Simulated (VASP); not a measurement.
# Sb: electric field gradients with PBE

Sb:

```xyz
1
Lattice="3.1600 0.0158 0.0158 0.0158 3.1600 0.0158 0.0158 0.0158 3.1600" Properties=species:S:1:pos:R:3 pbc="T T T"
Sb    0.0000    0.0000    0.0000
```

This cell differs from its parent crystal: equal xy, yz and zx shear strains of +1 %.

```yaml
Program: VASP 6.6.1
Task: electric field gradients
Functional: PBE
Potentials_or_basis: VASP PAW PBE potentials, release 64 (Sb)
Cutoff: 520 eV
k_mesh: 13 × 13 × 13
Occupations: fermi-dirac, width 0.05 eV
Spin: no spin polarisation
Dipole_correction: no
Further_INCAR_settings: ALGO = Normal; EDIFF = 1e-08; NBANDS = 8
```

```
Pressure : -2.5 GPa
```

Stress tensor (GPa, compression positive):
```
-2.55 -0.15 -0.15
-0.15 -2.55 -0.15
-0.15 -0.15 -2.55
```

Levels at points of the mesh, in eV from the Fermi level:
| k point | band 1 | band 2 | band 3 | band 4 | band 5 | band 6 | band 7 | band 8 |
| --- | --- | --- | --- | --- | --- | --- | --- | --- |
| (0.00, 0.00, 0.00) | -12.03 | 3.05 | 3.05 | 3.11 | 6.81 | 6.81 | 7.87 | 17.23 |

Electric field gradients, principal values (V/Å²):
```csv
atom,least,middle,greatest (by size)
1 Sb,-3.772,-3.772,7.544
```

Wall time 15 s on 1 thread of AMD EPYC 9R45 96-Core Processor (Zen 5), with other jobs on the host, peak memory 0.15 GiB.

Caveat: the cell differs from its parent crystal (equal xy, yz and zx shear strains of +1 %); without QUAD_EFG the Cq values of the log hold for a quadrupole moment of 1 mb, not for the nuclei; spin-orbit coupling is left out, which moves the levels of the heavy elements.
